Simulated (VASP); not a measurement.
Input of a VASP 6.6.1 run:

File INCAR:

```
SYSTEM = Al
  ALGO = Fast
  EDIFF = 1E-8
  ENCUT = 600
  GGA = RP
  IBRION = 6
  ISIF = 3
  ISMEAR = -1
  IVDW = 13
  LASPH = .TRUE.
  LCHARG = .FALSE.
  LREAL = .FALSE.
  LWAVE = .FALSE.
  NBANDS = 8
  NELM = 60
  NFREE = 2
  NSW = 1
  POTIM = 0.015
  PREC = Accurate
  SIGMA = 0.1
```

KPOINTS

```
k-points
0
G
  7 7 7
  0 0 0
```

Contents of POSCAR:

```
Al
1.0
    0.0000000000      2.0248050000      2.0248050000
    2.0248050000      0.0000000000      2.0248050000
    2.0248050000      2.0248050000      0.0000000000
Al
1
Direct
    0.0000000000      0.0000000000      0.0000000000
```

Potentials or basis: VASP PAW PBE potentials, release 64 (Al).

Launch:

```console
$ cat potpaw_PBE.64/Al/POTCAR > POTCAR
$ mpirun -np 1 vasp_std > vasp.out
```

Estimate the elastic constants C11, C12, C44.

122, 48, 104 GPa.

Estimate the Voigt bulk modulus.

73 GPa.

Estimate the dispersion energy per atom.

-0.655 eV.

Clamped-ion elastic tensor (GPa):
```
122  48  48   0   0   0
 48 122  48   0   0   0
 48  48 122   0   0   0
  0   0   0 104   0   0
  0   0   0   0 104   0
  0   0   0   0   0 104
```

Caveat: the k points lie up to 0.38 Å⁻¹ apart; the cell is under stress, which shifts elastic constants; the PAW data sets were made with another functional, which shifts forces and pressure a little.
